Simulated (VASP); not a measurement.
# BaTiO3 (Amm2) in VASP: further runs, part 2 of 2

VASP 6.6.1. The steps go on from the part before.

### 4 Relaxation of the atoms, PBE

This run uses another cell than the first one, of 12.87 Å³/atom.

INCAR

```
  PREC = Accurate
  ENCUT = 520
  EDIFF = 1E-7
  ISMEAR = 0
  SIGMA = 0.02
  LREAL = False
  LASPH = True
  NELM = 120
  ALGO = Normal
  ISIF = 2
  LWAVE = False
  LCHARG = False
  GGA = PE
  IBRION = 2
  NSW = 60
  EDIFFG = -0.01
  GGA_COMPAT = False
  NELMIN = 4
  KPAR = 4
```

KPOINTS

```
regular mesh
0
Gamma
  8 8 8
```

POSCAR

```
BaTiO3
1.0
    3.9841000000      0.0000000000      0.0000000000
    0.0000000000      2.8370500000      2.8458000000
    0.0000000000     -2.8370500000      2.8458000000
Ba Ti O
1 1 3
Direct
    0.0000000000      0.0000000000      0.0000000000
    0.5000000000      0.5079000000      0.5079000000
    0.0000000000      0.4921000000      0.4921000000
    0.5000000000      0.5025100000      0.9937100000
    0.5000000000      0.9937100000      0.5025100000
```

Potentials or basis: VASP PAW PBE potentials, release 64 (Ba_sv, Ti_sv, O).

The run is started by

```console
cat potpaw_PBE.64/Ba_sv/POTCAR potpaw_PBE.64/Ti_sv/POTCAR potpaw_PBE.64/O/POTCAR > POTCAR
mpirun -np 4 vasp_std > vasp.out
```

OUTCAR:

```text
PREC = Accurate
   ENCUT = 520
   EDIFF = 1E-7
   ISMEAR = 0
   LREAL = False
   LASPH = True
   NELM = 120
   ISIF = 2
   GGA = PE
   IBRION = 2
   NSW = 60
   EDIFFG = -0.01
   NELMIN = 4

 ion  position               nearest neighbor table
   1  0.000  0.000  0.000-   3 2.80   4 2.82   5 2.82   4 2.82   5 2.82   4 2.84   5 2.84   5 2.84
                             4 2.84   3 2.84   3 2.84   3 2.89   2 3.44   2 3.44   2 3.47   2 3.47
   2  0.500  0.508  0.508-   4 1.95   5 1.95   3 1.99   3 1.99   5 2.07   4 2.07   1 3.44   1 3.44
                             1 3.47   1 3.47   1 3.47   1 3.47   1 3.51   1 3.51
   3  0.000  0.492  0.492-   2 1.99   2 1.99   1 2.80   1 2.84   1 2.84   1 2.89
   4  0.500  0.503  0.994-   2 1.95   2 2.07   1 2.82   1 2.82   1 2.84   1 2.84
   5  0.500  0.994  0.503-   2 1.95   2 2.07   1 2.82   1 2.82   1 2.84   1 2.84

  LATTYP: Found a base centered orthorhombic cell.
 ALAT       =     5.6741000000
 B/A-ratio  =     1.0030841896
 C/A-ratio  =     0.7021554079

  Lattice vectors:

 A1 = (   0.0000000000,   2.8370500000,  -2.8458000000)
 A2 = (   0.0000000000,   2.8370500000,   2.8458000000)
 A3 = (   3.9841000000,   0.0000000000,   0.0000000000)

Analysis of symmetry for initial positions (statically):
=====================================================================
[... 293 lines left out ...]
  energy  without entropy=      -39.9921812967  energy(sigma->0) =      -39.99218130

[... ionic steps 4 to 8 ...]

--------------------------------------- Ionic step        9  -------------------------------------------

 number of electron      39.9999994 magnetization

------------------------ aborting loop because EDIFF is reached ----------------------------------------
[... 73 lines left out ...]
--------------------------------------- Ionic step       11  -------------------------------------------

 number of electron      39.9999994 magnetization

 Free energy of the ion-electron system (eV)
  ---------------------------------------------------
  ext. energy  EPLUGINS =         0.00000000
  ---------------------------------------------------
  free energy    TOTEN  =       -39.99742376 eV

  energy without entropy =      -39.99742376  energy(sigma->0) =      -39.99742376

 E-fermi :   4.0826     XC(G=0): -11.2300

 val. band max:        3.8046709596   @ k =   0.5000   0.5000   0.5000
 cond. band min:       5.8786638996   @ k =   0.0000   0.0000   0.0000
 fundamental gap:      2.0739929399
 Fermi energy:         4.0826179233

 k-point     1 :       0.0000    0.0000    0.0000
  band No.  band energies     occupation
      1     -52.6369      2.00000
      2     -28.8910      2.00000
      3     -28.8909      2.00000
      4     -28.8490      2.00000
      5     -21.0431      2.00000
      6     -13.0749      2.00000
[... 637 lines left out ...]
     23       7.7580      0.00000
     24       8.6693      0.00000

 [... further k-points ...]

------------------------ aborting loop because EDIFF is reached ----------------------------------------

  FORCE on cell =-STRESS in cart. coord.  units (eV):
  Direction    XX          YY          ZZ          XY          YZ          ZX
  --------------------------------------------------------------------------------------
  -------------------------------------------------------------------------------------
  Total        1.9576906      2.2969036      2.3061676      0.0000000      0.0000000      0.0000000
  in kB       48.7554358     57.2033896     57.4341055      0.0000000      0.0000000      0.0000000
  external PRESSURE =      54.4643103 kB  Pullay stress =       0.0000000 kB
[... 20 lines left out ...]
  FREE ENERGIE OF THE ION-ELECTRON SYSTEM (eV)
  ---------------------------------------------------
  free  energy   TOTEN  =       -39.9974237647 eV

  energy  without entropy=      -39.9974237647  energy(sigma->0) =      -39.99742376

 reached required accuracy - stopping structural energy minimisation
```

OSZICAR:

```text
N       E                     dE             d eps       ncg     rms          rms(c)
DAV:   1     0.458124387452E+03    0.45812E+03   -0.21497E+04  5040   0.181E+03
DAV:   2    -0.286073546092E+01   -0.46099E+03   -0.45366E+03  6304   0.491E+02
[... 107 lines left out ...]
DAV:   2    -0.399974580250E+02   -0.60555E-03   -0.66627E-03  5552   0.607E-01    0.734E-02
DAV:   3    -0.399974452167E+02    0.12808E-04   -0.28121E-04  7888   0.114E-01    0.428E-02
DAV:   4    -0.399974234213E+02    0.21795E-04   -0.90656E-05  5992   0.819E-02    0.154E-02
DAV:   5    -0.399974240303E+02   -0.60906E-06   -0.21318E-05  5728   0.369E-02    0.569E-03
DAV:   6    -0.399974237656E+02    0.26471E-06   -0.13754E-06  6704   0.111E-02    0.311E-03
DAV:   7    -0.399974237647E+02    0.92041E-09   -0.45255E-07  5704   0.574E-03
  11 F= -.39997424E+02 E0= -.39997424E+02  d E =-.142484E-03
```

CONTCAR:

```text
BaTiO3
   1.00000000000000
     3.9841000000000002    0.0000000000000000    0.0000000000000000
     0.0000000000000000    2.8370500000000001    2.8458000000000001
     0.0000000000000000   -2.8370500000000001    2.8458000000000001
  Ba              Ti              O
     1     1     3
Direct
     0.0000000000000000    0.0056477937161114    0.0056477937161114
     0.5000000000000000    0.5188474532415194    0.5188474532415194
     0.0000000000000000    0.4924361378037357    0.4924361378037357
     0.5000000000000000    0.4939668074456434    0.9853218077929912
     0.5000000000000000    0.9853218077929912    0.4939668074456434

  0.00000000E+00  0.00000000E+00  0.00000000E+00
  0.00000000E+00  0.00000000E+00  0.00000000E+00
  0.00000000E+00  0.00000000E+00  0.00000000E+00
  0.00000000E+00  0.00000000E+00  0.00000000E+00
  0.00000000E+00  0.00000000E+00  0.00000000E+00
```

Run time: 5.7 min. Hardware: 4 MPI ranks of AMD EPYC 7R13 (Zen 3), shared host; peak memory 0.29 GiB.

Results:

* Free energy: -39.9974 eV
* Energy gained by relaxing: 4.6 meV/atom
* Ionic steps: 11
* Pressure after relaxing: 5.4 GPa
* Largest force after relaxing: 0.008 eV/Å
* Band gap on the k mesh: 2.07 eV (least direct gap 2.42 eV)

Forces on the atoms (eV/Å):
```
Ba   0.000  0.000 -0.004
Ti   0.000  0.000  0.006
O    0.000  0.000 -0.002
O    0.000 -0.008  0.000
O    0.000  0.008  0.000
```

The path:
| step | energy change (eV) | largest force (eV/Å) | pressure (GPa) |
| --- | --- | --- | --- |
| 1 | 0.0000 | 0.1814 | 3.69 |
| 2 | -0.0054 | 0.2068 | 3.87 |
| 3 | -0.0177 | 0.1935 | 4.64 |
| 4 | 0.0034 | 0.4814 | 7.26 |
| 5 | -0.0196 | 0.1466 | 5.01 |
| 6 | -0.0199 | 0.1714 | 5.23 |
| 7 | -0.0219 | 0.0705 | 5.56 |
| 8 | -0.0220 | 0.0830 | 5.52 |
| 9 | -0.0227 | 0.0314 | 5.39 |
| 10 | -0.0228 | 0.0371 | 5.33 |
| 11 | -0.0230 | 0.0075 | 5.45 |

Final structure:
```
CELL_PARAMETERS angstrom
3.98410 0.00000 0.00000
0.00000 2.83705 2.84580
0.00000 -2.83705 2.84580
ATOMIC_POSITIONS crystal
Ba 0.00000 0.00565 0.00565
Ti 0.50000 0.51885 0.51885
O 0.00000 0.49244 0.49244
O 0.50000 0.49397 0.98532
O 0.50000 0.98532 0.49397
```

Caveat: spin-orbit coupling is left out, which moves the levels of the heavy elements. A k mesh can miss the band edges.

### 5 The runs side by side

| task | cell | cutoff (eV) | gap on the mesh (eV) | pressure (GPa) | largest force (eV/Å) |
| --- | --- | --- | --- | --- | --- |
| relaxation of shape and atoms at fixed volume | relaxed from a = 3.884, b = 3.895, c = 3.895 Å, 5 atoms, atomic positions A | 600 | 1.91 | 21.9 | - |
| relaxation of shape and atoms at fixed volume | relaxed from a = 3.908, b = 3.949, c = 3.949 Å, angles 89.8, 90.0, 90.0°, 5 atoms, atomic positions B | 600 | 1.90 | 14.2 | 0.01 |
| relaxation of the atoms | atoms relaxed from a = 3.984, b = 4.018, c = 4.018 Å, angles 89.8, 90.0, 90.0°, 5 atoms, atomic positions C | 520 | 2.07 | 5.4 | 0.01 |

Alike in all rows: level PBE; potentials or basis VASP PAW PBE potentials, release 64 (Ba_sv, Ti_sv, O); no spin polarisation; k mesh 8 × 8 × 8; smearing gaussian 0.02 eV.

Caveats: spin-orbit coupling is left out, which moves the levels of the heavy elements.

Absolute energies hang on the potentials; compare differences alone.
